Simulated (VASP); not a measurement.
The system is FeO (Wuestite).

```xyz
2
Lattice="0.0000 2.1554 2.1554 2.1554 0.0000 2.1554 2.1554 2.1554 0.0000" Properties=species:S:1:pos:R:3 pbc="T T T"
Fe    0.0000    0.0000    0.0000
O     2.1554    2.1554    2.1554
```

```yaml
Program: VASP 6.6.1
Task: relaxation of cell and atoms
Functional: PBEsol
Potentials_or_basis: VASP PAW PBE potentials, release 64 (Fe, O)
Cutoff: 600 eV
k_mesh: 8 × 8 × 8
Occupations: fermi-dirac, width 0.05 eV
Spin: collinear spin, ferromagnetic start
Starting_moments: "[3.0, 0.0] μB"
```

At the start: pressure -8.4 GPa; volume 10.01 Å³/atom.

**Question.** How do energy, volume and symmetry change on relaxing?

**Answer.** Over 3 steps the energy falls by 11.8 meV/atom and the volume is 9.58 Å³/atom (-4.3 %); space group Fm-3m (No. 225, to 0.05 Å); moment 4.00 μB per cell.

The path:
```
step  energy change (eV)  largest force (eV/Å)  pressure (GPa)  volume (Å³)
   1              0.0000                0.0000           -8.42        20.03
   2             -0.0098                0.0000            7.21        18.54
   3             -0.0236                0.0000           -0.06        19.16
```

Final structure:
```xyz
2
Lattice="0.0000 2.1240 2.1240 2.1240 0.0000 2.1240 2.1240 2.1240 0.0000" Properties=species:S:1:pos:R:3 pbc="T T T"
Fe    0.0000    0.0000    0.0000
O     2.1240    2.1240    2.1240
```

Caveat: the PAW data sets were made with another functional, which shifts forces and pressure a little; a cell with one magnetic atom can't hold antiferromagnetic order, which such compounds often take.
